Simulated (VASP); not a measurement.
# Pt (Pm-3m) in VASP: single point with r2SCAN

Aim: the single point of Pt with r2SCAN.

Program: VASP 6.6.1. These are calculated values, not measurements. Logs are shortened: lines on timing, memory, paths and dates and some standing lists are left out, and cuts for length are marked.

## (1) The cell of the first run

It takes space group Pm-3m (No. 221, cubic). The conventional cell has a = 2.467 Å, b = 2.467 Å, c = 2.467 Å, α = 90.00°, β = 90.00°, γ = 90.00°. Within 3.3 Å of Pt (site symmetry m-3m) lie 6 Pt at 2.47 Å.

This isn't the form of Pt at room conditions, which is fcc.

## (2) Single point, r2SCAN

POSCAR reads:

```
Pt
1.0
   -0.8222664745      1.6445329491      1.6445329491
    1.6445329491     -0.8222664745      1.6445329491
    1.6445329491      1.6445329491     -0.8222664745
Pt
1
Direct
    0.0000000000      0.0000000000      0.0000000000
```

INCAR.step1 reads:

```
PREC     = Accurate       # precision mode
ENCUT    = 520            # plane-wave cutoff, eV
ISMEAR   = 0              # smearing method
SIGMA    = 0.15           # smearing width, eV
LREAL    = False          # projectors in reciprocal space
LASPH    = True           # aspherical terms in the spheres
NELM     = 100            # most SCF steps
NBANDS   = 11             # bands
GGA      = PE             # functional
ALGO     = Normal         # electronic algorithm
EDIFF    = 1E-4           # SCF threshold, eV
LWAVE    = True           # write WAVECAR
LCHARG   = False          # write CHGCAR
```

INCAR.step2 reads:

```
PREC     = Accurate       # precision mode
ENCUT    = 520            # plane-wave cutoff, eV
EDIFF    = 1E-6           # SCF threshold, eV
ISMEAR   = 0              # smearing method
SIGMA    = 0.15           # smearing width, eV
LREAL    = False          # projectors in reciprocal space
LASPH    = True           # aspherical terms in the spheres
NELM     = 100            # most SCF steps
ALGO     = Normal         # electronic algorithm
ISIF     = 2              # what is computed and relaxed
LWAVE    = False          # write WAVECAR
LCHARG   = False          # write CHGCAR
METAGGA  = R2SCAN         # meta-GGA
LMIXTAU  = True         
NBANDS   = 11             # bands
ISTART   = 1
```

KPOINTS reads:

```
regular mesh
0
Gamma
  24 24 24
```

Potentials or basis: VASP PAW PBE potentials, release 64 (Pt).

Command:

```sh
$ cat potpaw_PBE.64/Pt/POTCAR > POTCAR
$ cp INCAR.step1 INCAR
$ mpirun -np 1 vasp_std > vasp.out
$ cp INCAR.step2 INCAR
$ mpirun -np 1 vasp_std > vasp.out
```

OUTCAR:

```text
PREC = Accurate
   ENCUT = 520
   EDIFF = 1E-6
   ISMEAR = 0
   LREAL = False
   LASPH = True
   NELM = 100
   ISIF = 2
   METAGGA = R2SCAN
   ISTART = 1

 ion  position               nearest neighbor table
   1  0.000  0.000  0.000-

  LATTYP: Found a simple cubic cell.
 ALAT       =     2.4667994236

  Lattice vectors:

 A1 = (  -0.8222664745,   1.6445329491,   1.6445329491)
 A2 = (   1.6445329491,  -0.8222664745,   1.6445329491)
 A3 = (   1.6445329491,   1.6445329491,  -0.8222664745)

Analysis of symmetry for initial positions (statically):
=====================================================================
 Subroutine PRICEL returns:
 Original cell was already a primitive cell.

 Routine SETGRP: Setting up the symmetry group for a
 simple cubic supercell.

 Subroutine GETGRP returns: Found 48 space group operations
 (whereof 48 operations were pure point group operations)
 out of a pool of 48 trial point group operations.

The static configuration has the point symmetry O_h .

Analysis of symmetry for dynamics (positions and initial velocities):
=====================================================================
 Subroutine PRICEL returns:
 Original cell was already a primitive cell.

 Routine SETGRP: Setting up the symmetry group for a
 simple cubic supercell.

 Subroutine GETGRP returns: Found 48 space group operations
 (whereof 48 operations were pure point group operations)
 out of a pool of 48 trial point group operations.

The dynamic configuration has the point symmetry O_h .

 Subroutine INISYM returns: Found 48 space group operations
 (whereof 48 operations are pure point group operations),
 and found     1 'primitive' translations

----------------------------------------------------------------------------------------

                                     Primitive cell

  volume of cell :      15.0107

  direct lattice vectors                    reciprocal lattice vectors
    -0.822266475  1.644532949  1.644532949    -0.135127863  0.270255725  0.270255725
     1.644532949 -0.822266475  1.644532949     0.270255725 -0.135127863  0.270255725
     1.644532949  1.644532949 -0.822266475     0.270255725  0.270255725 -0.135127863

  length of vectors
     2.466799424  2.466799424  2.466799424     0.405383588  0.405383588  0.405383588

  position of ions in fractional coordinates (direct lattice)
     0.000000000  0.000000000  0.000000000

  ion indices of the primitive-cell ions
   primitive index   ion index
                 1           1

----------------------------------------------------------------------------------------

 KPOINTS: regular mesh

Automatic generation of k-mesh.
 Grid dimensions read from file:
 generate k-points for:   24   24   24

 Generating k-lattice:

  Cartesian coordinates                     Fractional coordinates (reciprocal lattice)
    -0.005630328  0.011260655  0.011260655     0.041666667  0.000000000  0.000000000
     0.011260655 -0.005630328  0.011260655     0.000000000  0.041666667  0.000000000
     0.011260655  0.011260655 -0.005630328     0.000000000  0.000000000  0.041666667

  Length of vectors
     0.016890983  0.016890983  0.016890983

  Shift w.r.t. Gamma in fractional coordinates (k-lattice)
     0.000000000  0.000000000  0.000000000

 Subroutine IBZKPT returns following result:
 ===========================================

 Found    455 irreducible k-points:

 Following reciprocal coordinates:
            Coordinates               Weight
  0.000000  0.000000  0.000000      1.000000
  0.041667  0.000000 -0.000000      6.000000
  0.083333  0.000000  0.000000      6.000000
  0.125000  0.000000  0.000000      6.000000
  0.166667  0.000000  0.000000      6.000000
  0.208333  0.000000  0.000000      6.000000
[... 16 lines left out ...]
  0.416667  0.041667  0.000000     24.000000
  0.458333  0.041667  0.000000     24.000000
 [... further k-points ...]
   k-points           NKPTS =    455   k-points in BZ     NKDIM =    455   number of bands    NBANDS=     11
   number of dos      NEDOS =    301   number of ions     NIONS =      1
   total plane-waves  NPLWV =   5832
   dimension x,y,z NGX =    18 NGY =   18 NGZ =   18
   dimension x,y,z NGXF=    36 NGYF=   36 NGZF=   36
   ions per type =               1
   NGX,Y,Z   is equivalent  to a cutoff of  12.13, 12.13, 12.13 a.u.
   NGXF,Y,Z  is equivalent  to a cutoff of  24.26, 24.26, 24.26 a.u.
 SYSTEM =  unknown system
   PREC   = accura    normal or accurate (medium, high low for compatibility)
   ISTART =      1    job   : 0-new  1-cont  2-samecut
   ICHARG =      0    charge: 1-file 2-atom 10-const
   ISPIN  =      1    spin polarized calculation?
   LNONCOLLINEAR =      F non collinear calculations
   LSORBIT =      F    spin-orbit coupling
   LASPH  =      T    aspherical Exc in radial PAW
   ENCUT  =  520.0 eV  38.22 Ry    6.18 a.u.   4.59  4.59  4.59*2*pi/ulx,y,z
   NELM   =    100;   NELMIN=  2; NELMDL=  0     # of ELM steps
   EDIFF  = 0.1E-05   stopping-criterion for ELM
   LREAL  =      F    real-space projection
   EDIFFG = 0.1E-04   stopping-criterion for IOM
   NSW    =      0    number of steps for IOM
   IBRION =     -1    ionic relax: 0-MD 1-quasi-New 2-CG
   NFREE  =      0    steps in history (QN), initial steepest desc. (CG)
   ISIF   =      2    stress and relaxation
   ISYM   =      2    0-nonsym 1-usesym 2-fastsym
   POTIM  = 0.5000    time-step for ionic-motion
   TEBEG  =    0.0;   TEEND  =   0.0 temperature during run
   PSTRESS=    0.0 pullay stress
   NELECT =      10.0000    total number of electrons
   NUPDOWN=      -1.0000    fix difference up-down
   EMIN   =  10.00;   EMAX   =-10.00  energy-range for DOS
   EFERMI =   0.00;   METHOD = LEGACY
   ISMEAR =     0;   SIGMA  =   0.15  broadening in eV -4-tet -1-fermi 0-gaus
   EFERMI_NEDOS =   21; number of points for ismear=-14 and -15
   IALGO  =     38    algorithm
   IMIX   =      4    mixing-type and parameters
     AMIX     =   0.40;   BMIX     =  1.00
     AMIX_MAG =   1.60;   BMIX_MAG =  1.00
  volume/ion in A,a.u.               =      15.01       101.30
  Fermi-wavevector in a.u.,A,eV,Ry     =   1.429797  2.701924 27.814648  2.044319
  Thomas-Fermi vector in A             =   2.549712
   LORBIT       =      0    0 simple, 1 ext, 2 COOP (PROOUT), +10 PAW based schemes
   METAGGA = R2SCAN    functional components
   LHFCALC =     F    Hartree Fock is set to
   AEXX    =    0.0000 exact exchange contribution
   IVDW    =     0    specifies the selected vdW correction
   LEPSILON=     F    determine dielectric tensor
   LRPA    =     F    only Hartree local field effects (RPA)
 non-spin polarized calculation
 Gauss-broadening in eV      SIGMA  =   0.15
  energy-cutoff  :      520.00
  volume of cell :       15.01
 maximum number of plane-waves:       437
   NGX =  9   NGY =  9   NGZ =  9

 number of electron       9.9999998 magnetization

 Free energy of the ion-electron system (eV)
  ---------------------------------------------------
  ext. energy  EPLUGINS =         0.00000000
  ---------------------------------------------------
  free energy    TOTEN  =       -50.70824842 eV

  energy without entropy =      -50.69737947  energy(sigma->0) =      -50.70281394

 E-fermi :  11.2022     XC(G=0): -14.4008

 val. band max:       11.1902821758   @ k =   0.1250   0.0833   0.0833
 cond. band min:      11.2024816873   @ k =   0.3750   0.2500   0.0417
 fundamental gap:      0.0121995115
 Fermi energy:        11.2021964794

 k-point     1 :       0.0000    0.0000    0.0000
  band No.  band energies     occupation
      1       0.7816      2.00000
      2       3.5833      2.00000
      3       3.5833      2.00000
      4      11.6493      0.00002
      5      11.6493      0.00002
      6      11.6493      0.00002
      7      28.1629      0.00000
      8      28.1629      0.00000
      9      28.1629      0.00000
     10      35.4816      0.00000
     11      38.3111      0.00000

 k-point     2 :       0.0417    0.0000   -0.0000
  band No.  band energies     occupation
      1       0.8433      2.00000
      2       3.5958      2.00000
      3       3.6439      2.00000
      4      11.5825      0.00034
      5      11.5825      0.00034
      6      11.6544      0.00002
      7      27.7617      0.00000
      8      28.2777      0.00000
      9      28.2777      0.00000
     10      35.7762      0.00000
     11      37.6479      0.00000

 k-point     3 :       0.0833    0.0000    0.0000
  band No.  band energies     occupation
      1       1.0214      2.00000
      2       3.6323      2.00000
      3       3.8287      2.00000
      4      11.3910      0.07507
      5      11.3910      0.07507
      6      11.6693      0.00001
      7      26.7690      0.00000
      8      28.6110      0.00000
      9      28.6110      0.00000
     10      36.3239      0.00000
     11      36.4063      0.00000

 k-point     4 :       0.1250    0.0000    0.0000
  band No.  band energies     occupation
      1       1.2952      2.00000
      2       3.6910      2.00000
      3       4.1470      2.00000
      4      11.0990      1.66945
      5      11.0990      1.66945
      6      11.6931      0.00000
      7      25.5083      0.00000
      8      29.1331      0.00000
      9      29.1331      0.00000
     10      35.0980      0.00000
     11      36.6828      0.00000
[... 239 lines left out ...]
 k-point    22 :       0.3750    0.0417    0.0000
  band No.  band energies     occupation
      1       3.4215      2.00000
      2       4.2981      2.00000
      3       8.2366      2.00000
      4       8.9765      2.00000
      5       9.2973      2.00000
      6      11.8496      0.00000
      7      18.5909      0.00000
      8      29.3925      0.00000
      9      33.0162      0.00000
     10      33.9588      0.00000
     11      34.9852      0.00000

 k-point    23 :       0.4167    0.0417    0.0000
  band No.  band energies     occupation
      1       3.6437      2.00000
      2       4.3658      2.00000
      3       8.3392      2.00000
      4       8.7743      2.00000
      5       9.7715      2.00000
      6      11.8749      0.00000
      7      17.8781      0.00000
      8      28.9652      0.00000
      9      33.1604      0.00000
     10      34.5373      0.00000
     11      34.5893      0.00000

 k-point    24 :       0.4583    0.0417    0.0000
  band No.  band energies     occupation
      1       3.7861      2.00000
      2       4.4091      2.00000
      3       8.2854      2.00000
      4       8.6500      2.00000
      5      10.2503      2.00000
      6      11.8908      0.00000
      7      17.4028      0.00000
      8      28.7038      0.00000
      9      32.8953      0.00000
     10      34.5732      0.00000
     11      35.0201      0.00000

 [... further k-points ...]
[... 5 lines left out ...]
  --------------------------------------------------------------------------------------
  -------------------------------------------------------------------------------------
  Total        4.8952306      4.8952306      4.8952306      0.0000000      0.0000000      0.0000000
  in kB      522.4951052    522.4951052    522.4951052      0.0000000      0.0000000      0.0000000
  external PRESSURE =     522.4951052 kB  Pullay stress =       0.0000000 kB

 VOLUME and BASIS-vectors are now :
 -----------------------------------------------------------------------------
  energy-cutoff  :      520.00
  volume of cell :       15.01
      direct lattice vectors                 reciprocal lattice vectors
    -0.822266475  1.644532949  1.644532949    -0.135127863  0.270255725  0.270255725
     1.644532949 -0.822266475  1.644532949     0.270255725 -0.135127863  0.270255725
     1.644532949  1.644532949 -0.822266475     0.270255725  0.270255725 -0.135127863

 POSITION                                       TOTAL-FORCE (eV/Angst)
 -----------------------------------------------------------------------------------
      0.00000      0.00000      0.00000        -0.000000     -0.000000     -0.000000
 -----------------------------------------------------------------------------------
    total drift:                                0.000000      0.000000      0.000000

  FREE ENERGIE OF THE ION-ELECTRON SYSTEM (eV)
  ---------------------------------------------------
  free  energy   TOTEN  =       -50.7082484173 eV

  energy  without entropy=      -50.6973794659  energy(sigma->0) =      -50.70281394
```

Run time: 4 min. Hardware: 1 thread of Intel Xeon Platinum 8259CL at 2.50GHz (Skylake/Cascade Lake), shared host; peak memory 0.19 GiB.

What came out:

* Free energy: -50.7082 eV
* Pressure: 52.2 GPa
* Band gap on the k mesh: zero (bands 5 and 6 overlap by 4.53 eV)

Caveat: the cell stands under pressure; the PAW data sets were made with another functional, which shifts forces and pressure a little; spin-orbit coupling is left out, which moves the levels of the heavy elements.
